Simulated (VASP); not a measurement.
A run of VASP 6.6.1 is set up as follows.

INCAR

```
ALGO = Normal ; EDIFF = 1E-6
ENCUT = 520 ; GGA = PE
ISIF = 2 ; ISMEAR = 0
LASPH = T ; LCHARG = F
LREAL = F ; LWAVE = F
NBANDS = 46 ; NELM = 80
PREC = Accurate ; SIGMA = 0.1
```

File KPOINTS:

```
k-points
0
Gamma
  6 6 2
```

Contents of POSCAR:

```
Lu2SiF3
1.0
    3.2365058199      0.0000000000      0.0000000000
    0.0000000000      3.2365058199      0.0000000000
    0.0000000000      0.0000000000      9.7925477210
Lu Si F
2 1 3
Direct
    0.5000000000      0.5000000000      0.2767292462
    0.5000000000      0.5000000000      0.7232707538
    0.5000000000      0.5000000000      0.0000000000
    0.0000000000      0.0000000000      0.7399219027
    0.0000000000      0.0000000000      0.2600780973
    0.0000000000      0.0000000000      0.5000000000
```

Potentials or basis: VASP PAW PBE potentials, release 64 (Lu, Si, F).

Command:

```sh
$ cat potpaw_PBE.64/Lu/POTCAR potpaw_PBE.64/Si/POTCAR potpaw_PBE.64/F/POTCAR > POTCAR
$ mpirun -np 1 vasp_std > vasp.out
```

Problem. Estimate the pressure.

Solution. 0.4 GPa.

Problem. What does it give for the largest force?

Solution. 0.031 eV/Å.

Stress tensor (GPa, compression positive):
```
0.55 0.00 0.00
0.00 0.55 0.00
0.00 0.00 0.02
```

Caveat: an odd number of electrons without spin polarisation forces a metal; a magnetic or distorted state may lie lower.
